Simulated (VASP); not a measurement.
The system is KF.

```
K F
1.0
     0.00000    2.93540    2.93540
     2.93540    0.00000    2.93540
     2.93540    2.93540    0.00000
K F
1 1
Direct
  0.00000 0.00000 0.00000
  0.25000 0.25000 0.25000
```

Base run:

```yaml
Program: VASP 6.6.1
Functional: r2SCAN
Potentials_or_basis: VASP PAW PBE potentials, release 64 (K_sv, F)
Cutoff: 520 eV
k_mesh: 8 × 8 × 8
Occupations: gaussian, width 0.01 eV
Spin: no spin polarisation
```

Its results: band gap on the k mesh 5.74 eV (least direct gap 5.95 eV); pressure 0.0 GPa.

The run is repeated on the same cell with these changes: functional from r2SCAN to LDA; potentials or basis from VASP PAW PBE potentials, release 64 (K_sv, F) to VASP PAW LDA potentials, release 64 (K_sv, F). What comes out?

Band gap on the k mesh 4.92 eV (least direct gap 5.14 eV); pressure -2.0 GPa.

Caveats: the structure was generated, so it needn't be the stable form of KF; the PAW data sets were made with another functional, which shifts forces and pressure a little (at least some runs).

A k mesh can miss the band edges.
